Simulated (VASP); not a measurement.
Runs of VASP 6.6.1 on SiO2. The structure is that of space group P4_2/mnm (No. 136), or close to it. The cells are those of the table. 

```csv
task,level,cell,cutoff (eV),gap on the mesh (eV),pressure (GPa),relaxed volume (Å³/atom),largest force (eV/Å)
relaxation of cell and atoms,PBEsol,"relaxed from a = 4.177, b = 4.177, c = 2.665 Å, 6 atoms",600,5.34,0.0,(c),0.05
relaxation of cell and atoms,r2SCAN,"relaxed from a = 4.177, b = 4.177, c = 2.665 Å, 6 atoms",600,6.50,0.0,7.79,0.02
single point,r2SCAN,"a = 4.185, b = 4.185, c = 2.669 Å, 6 atoms",520,(a),0.4,-,0.02
single point,PBEsol,"a = 4.194, b = 4.194, c = 2.678 Å, 6 atoms",520,5.36,0.7,-,0.03
single point,PBE+D4,"a = 4.204, b = 4.204, c = 2.682 Å, 6 atoms",520,5.29,0.2,-,0.02
relaxation of cell and atoms,PBE+D4,"relaxed from a = 4.177, b = 4.177, c = 2.665 Å, 6 atoms",600,(b),0.1,7.89,0.02
```

Alike in all rows: potentials or basis VASP PAW PBE potentials, release 64 (Si, O); no spin polarisation; k mesh 5 × 5 × 7; smearing fermi-dirac 0.01 eV.

Question: Estimate the missing entries.

Answer: (a) 6.51; (b) 5.31; (c) 7.85.

Caveats: the PAW data sets were made with another functional, which shifts forces and pressure a little (at least some runs); the relaxation stopped at a loose force limit of 0.05 eV/Å, so its end isn't a converged minimum (at least some runs).

